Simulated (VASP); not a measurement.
# Si23C24 (a cell with a defect): single point with PBEsol

Si23C24 (a cell with a defect):

```
Si C
1.0
     9.23420    0.00000    0.00000
     0.00000   10.66274    0.00000
     0.00000    0.00000   10.07595
Si C
46 48
Direct
  0.99955 0.99928 0.50042
  0.33324 0.99862 0.49726
  0.16727 0.25050 0.49873
  0.00119 0.50131 0.50074
  0.66699 0.99982 0.50045
  0.49876 0.25102 0.49869
  0.16650 0.74815 0.50017
  0.83312 0.25030 0.49950
  0.66439 0.50108 0.50070
  0.50026 0.74856 0.50021
  0.83328 0.74988 0.49997
  0.00231 0.16450 0.25224
  0.16906 0.41648 0.25193
  0.99982 0.66624 0.25015
  0.66494 0.16453 0.25197
  0.49845 0.41707 0.25227
  0.33342 0.66671 0.25057
  0.16632 0.91664 0.25087
  0.83352 0.41652 0.25119
  0.66698 0.66695 0.25040
  0.50000 0.91736 0.25106
  0.83331 0.91640 0.25031
  0.16668 0.08276 0.74889
  0.99956 0.33357 0.74896
  0.49959 0.08285 0.74913
  0.33316 0.33276 0.74733
  0.16663 0.58286 0.74835
  0.99985 0.83307 0.75008
  0.83316 0.08339 0.75012
  0.66669 0.33368 0.74940
  0.49994 0.58298 0.74865
  0.33316 0.83211 0.74919
  0.83324 0.58333 0.75020
  0.66659 0.83317 0.75015
  0.00003 0.99979 0.00009
  0.33315 0.00014 0.99990
  0.16751 0.24853 0.99849
  0.99985 0.49963 0.99995
  0.66628 0.99986 0.00024
  0.49861 0.24868 0.99906
  0.33333 0.49945 0.99828
  0.16646 0.74962 0.99992
  0.83317 0.24992 0.00034
  0.66689 0.49996 0.00043
  0.50013 0.74992 0.00008
  0.83327 0.74991 0.00028
  0.99953 0.99920 0.18740
  0.33292 0.98534 0.18186
  0.15065 0.25726 0.18040
  0.99921 0.49995 0.18676
  0.66697 0.99926 0.18743
  0.51606 0.25747 0.18085
  0.33345 0.50024 0.18671
  0.16544 0.74872 0.18657
  0.83348 0.24979 0.18790
  0.66785 0.50125 0.18731
  0.50085 0.74955 0.18676
  0.83342 0.75016 0.18751
  0.99932 0.99955 0.68763
  0.33307 0.99865 0.68696
  0.16559 0.24945 0.68754
  0.99927 0.50038 0.68760
  0.66681 0.99967 0.68766
  0.50078 0.24948 0.68785
  0.33341 0.49950 0.70240
  0.16576 0.74966 0.68734
  0.83307 0.24980 0.68698
  0.66714 0.50037 0.68780
  0.50059 0.74981 0.68746
  0.83315 0.74994 0.68753
  0.99915 0.16511 0.43884
  0.33306 0.16597 0.45294
  0.15284 0.41053 0.43360
  0.99911 0.66694 0.43788
  0.66740 0.16580 0.43880
  0.51284 0.41100 0.43405
  0.33349 0.68087 0.43252
  0.16510 0.91604 0.43831
  0.83313 0.41730 0.43890
  0.66741 0.66708 0.43804
  0.50162 0.91659 0.43849
  0.83316 0.91619 0.43821
  0.16636 0.08229 0.93678
  0.99897 0.33341 0.93651
  0.49993 0.08249 0.93706
  0.33317 0.33208 0.93739
  0.16584 0.58321 0.93815
  0.99971 0.83321 0.93793
  0.83318 0.08322 0.93824
  0.66733 0.33357 0.93734
  0.50095 0.58343 0.93857
  0.33324 0.83215 0.93682
  0.83341 0.58348 0.93801
  0.66690 0.83337 0.93797
```

```yaml
Program: VASP 6.6.1
Task: single point
Functional: PBEsol
Potentials_or_basis: VASP PAW PBE potentials, release 64 (Si, C)
Cutoff: 520 eV
k_mesh: 1 × 1 × 1, shifted
Occupations: fermi-dirac, width 0.05 eV
Spin: collinear spin
Dipole_correction: no
Charge: -1
Further_INCAR_settings: LREAL = Auto; ALGO = Normal; EDIFF = 1e-06; NBANDS = 245; ISYM = -1; NELECT = 377.0
```

| Item | Value |
| --- | --- |
| Largest force | 0.105 eV/Å |
| Net moment | 5.00 μB per cell |
| Site moments | Si +0.01, -0.01, -0.00, +0.00 (each value once); C +0.00, +0.28, +0.15, +0.02, +0.22, +0.03, +0.01, -0.00, +0.30, +0.23, +0.29, +0.04 (each value once) μB |
| Valence electrons inside the program's atomic spheres | Si 1.69, 1.71, 1.70, 1.68 (each value once); C 2.54, 2.46, 2.45, 2.52, 2.53, 2.50, 2.47, 2.55 (each value once) |

Forces in eV/Å, atoms in the order of the input:
```
Si  -0.008  0.000  0.019
Si   0.000  0.041  0.013
Si   0.039 -0.062  0.028
Si  -0.002  0.065  0.044
Si  -0.001 -0.011  0.016
Si  -0.036 -0.071  0.029
Si  -0.043  0.006  0.030
Si  -0.006 -0.028  0.017
Si  -0.005  0.056  0.047
Si   0.034  0.006  0.031
Si   0.000  0.006  0.013
Si  -0.019  0.055 -0.065
Si  -0.028 -0.009 -0.101
Si  -0.010 -0.024 -0.030
Si   0.007  0.045 -0.052
Si   0.006 -0.007 -0.084
Si   0.001 -0.018 -0.062
Si   0.000  0.006 -0.026
Si   0.005 -0.008 -0.067
Si  -0.003 -0.007 -0.030
Si  -0.010  0.004 -0.026
Si   0.003  0.001 -0.016
Si  -0.003 -0.001  0.008
Si   0.004 -0.004  0.016
Si  -0.003  0.000  0.003
Si   0.006 -0.031  0.026
Si  -0.016  0.009  0.021
Si  -0.005  0.006  0.006
Si   0.007 -0.001  0.006
Si   0.000 -0.007  0.021
Si   0.020  0.015  0.019
Si   0.003  0.011  0.013
Si   0.003  0.005  0.015
Si   0.003  0.001  0.004
Si   0.003  0.005  0.004
Si  -0.005  0.010  0.011
Si  -0.016  0.017  0.021
Si  -0.003 -0.005  0.012
Si   0.002  0.008  0.002
Si   0.021  0.018  0.020
Si  -0.004 -0.009  0.008
Si   0.000  0.000 -0.002
Si   0.000  0.009  0.021
Si   0.005 -0.007  0.005
Si  -0.003 -0.002 -0.002
Si  -0.001 -0.006  0.001
C    0.004 -0.013  0.013
C    0.016  0.009  0.025
C    0.054 -0.023  0.052
C    0.023  0.032  0.032
C   -0.004 -0.006  0.012
C   -0.049 -0.020  0.035
C    0.013  0.014  0.032
C   -0.004  0.011  0.031
C    0.000 -0.043  0.033
C   -0.032  0.010  0.025
C    0.012  0.000  0.019
C    0.001  0.010  0.012
C    0.002 -0.008 -0.007
C   -0.001 -0.017 -0.007
C   -0.014  0.013 -0.014
C    0.002  0.000 -0.019
C   -0.002 -0.001 -0.007
C    0.001  0.009 -0.020
C   -0.005  0.015 -0.023
C    0.001 -0.006 -0.011
C    0.001  0.004 -0.010
C   -0.006 -0.001 -0.021
C   -0.007 -0.008 -0.014
C    0.002  0.000 -0.007
C   -0.009  0.016  0.005
C    0.011 -0.007 -0.013
C   -0.014  0.001  0.011
C    0.005 -0.002  0.000
C   -0.003  0.029 -0.005
C    0.030  0.010  0.000
C    0.015 -0.036  0.004
C    0.018 -0.023 -0.007
C    0.004 -0.025 -0.017
C   -0.003 -0.010 -0.001
C   -0.005 -0.010 -0.007
C    0.000  0.004  0.002
C    0.009  0.000 -0.008
C    0.012 -0.014 -0.008
C   -0.001 -0.008 -0.007
C   -0.007  0.010 -0.017
C    0.000  0.006 -0.010
C    0.003 -0.006 -0.002
C   -0.003 -0.005 -0.006
C   -0.005  0.005 -0.020
C    0.001 -0.003 -0.017
C   -0.006  0.002 -0.006
C   -0.003  0.001 -0.014
C    0.001 -0.001 -0.003
```

Levels at points of the mesh, in eV from the Fermi level:
Spin up:
```
           k point  band 188  band 189  band 190  band 191  band 192  band 193  band 194  band 195
(0.25, 0.25, 0.25)     -0.33     -0.24     -0.20     -0.07      0.06      2.27      2.41      2.48
```
Spin down:
```csv
k point,band 184,band 185,band 186,band 187,band 188,band 189
"(0.25, 0.25, 0.25)",-0.85,-0.80,-0.70,0.36,0.46,0.59
```

Wall time 3.7 min on 4 MPI ranks on AMD EPYC 9R45 96-Core Processor (Zen 5) (shared host), peak memory 0.48 GiB a rank.

Caveat: the cell carries a net charge on a neutralising background, which shifts energy and pressure; the cell is charged against a uniform background, so pressure and absolute levels hang on convention; the PAW data sets were made with another functional, which shifts forces and pressure a little.
